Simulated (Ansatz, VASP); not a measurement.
## One calculation of GaAs, two programs

```xyz
2
Lattice="0.0000 3.0163 2.8727 3.0163 0.0000 2.8727 3.0163 3.0163 0.0000" Properties=species:S:1:pos:R:3 pbc="T T T"
Ga    0.0000    0.0000    0.0000
As    4.5245    4.5245    4.3090
```

Change from the starting cell: strain +0.050 along x and y, +0.000 along z, atoms carried along.

Alike in both runs: task single point; functional PBE; k mesh 10 × 10 × 10; occupations gaussian, width 0.03 eV; no spin polarisation.

|  | VASP | Ansatz |
| --- | --- | --- |
| version | VASP 6.6.1 | Ansatz 0.2.0 |
| potentials or method | VASP PAW PBE potentials, release 64 (Ga_d, As), cutoff 500 eV | scalar-relativistic, plane waves, PAW |
| valence electrons in the cell | 18 | 28 |

```tsv
	VASP	Ansatz	Ansatz less VASP
gap on the k mesh at the Fermi level (eV)	0.19	0.19	0.000
least direct gap on the mesh (eV)	0.23	0.23	0.000
pressure (GPa)	-4.6	-4.7	-0.10
traceless stress, the component that is largest in VASP (GPa)	1.61	1.61	+0.002
```

VASP's potentials hold 18 valence electrons a cell and Ansatz's 28, so a difference there can come from the potentials and not from the codes.
